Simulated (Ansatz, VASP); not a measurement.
**One calculation of KF, two programs**

File INCAR:

```
SYSTEM = KF
PREC = Accurate
ENCUT = 520
EDIFF = 1E-6
ISMEAR = 0
SIGMA = 0.05
LREAL = .FALSE.
LASPH = .TRUE.
NELM = 60
ALGO = Normal
ISIF = 2
LWAVE = .FALSE.
LCHARG = .FALSE.
GGA = CA
NBANDS = 15
```

KPOINTS

```
regular mesh
0
G
  8 8 8
  0 0 0
```

POSCAR

```
KF
1.0
   -0.1114730038      2.5811116296      2.5811116296
    2.5811116296     -0.1114730038      2.5811116296
    2.5811116296      2.5811116296     -0.1114730038
K F
1 1
Direct
    0.0000000000      0.0000000000      0.0000000000
    0.5000000000      0.5000000000      0.5000000000
```

Input for Ansatz:

```yaml
crystal:
  lattice:
    - [-0.1114730038, 2.5811116296, 2.5811116296]
    - [2.5811116296, -0.1114730038, 2.5811116296]
    - [2.5811116296, 2.5811116296, -0.1114730038]
  atoms:
    - { symbol: K, position: [0.0, 0.0, 0.0] }
    - { symbol: F, position: [0.5, 0.5, 0.5] }
basis:
  ecutwfc: 520.0
kpoints:
  mp_grid: { grid: [8, 8, 8] }
hamiltonian:
  xc: lda
scf:
  occupations: { method: gaussian, width: 0.05 }
output:
  forces: true
  stress: true
  eigenvalues: true
  write_density: true
  write_potential: true
  elf: true
  volumetric_format: npy
```

Alike in both runs: task single point; functional LDA; k mesh 8 × 8 × 8; occupations gaussian, width 0.05 eV; no spin polarisation.

|  | VASP | Ansatz |
| --- | --- | --- |
| version | VASP 6.6.1 | Ansatz 0.2.0 |
| potentials or method | VASP PAW LDA potentials, release 64 (K_sv, F), cutoff 520 eV | scalar-relativistic, plane waves, PAW |
| valence electrons in the cell | 16 | 16 |

|  | VASP | Ansatz | Ansatz less VASP |
| --- | --- | --- | --- |
| gap on the k mesh at the Fermi level (eV) | 5.95 | 5.97 | +0.018 |
| least direct gap on the mesh (eV) | 5.95 | 5.97 | +0.018 |
| pressure (GPa) | -2.3 | -2.4 | -0.14 |
| traceless stress, the component that is largest in VASP (GPa) | 0.54 | 0.55 | +0.010 |

LDA's correlation is that of Perdew and Zunger in VASP and of Perdew and Wang (1992) in Ansatz.
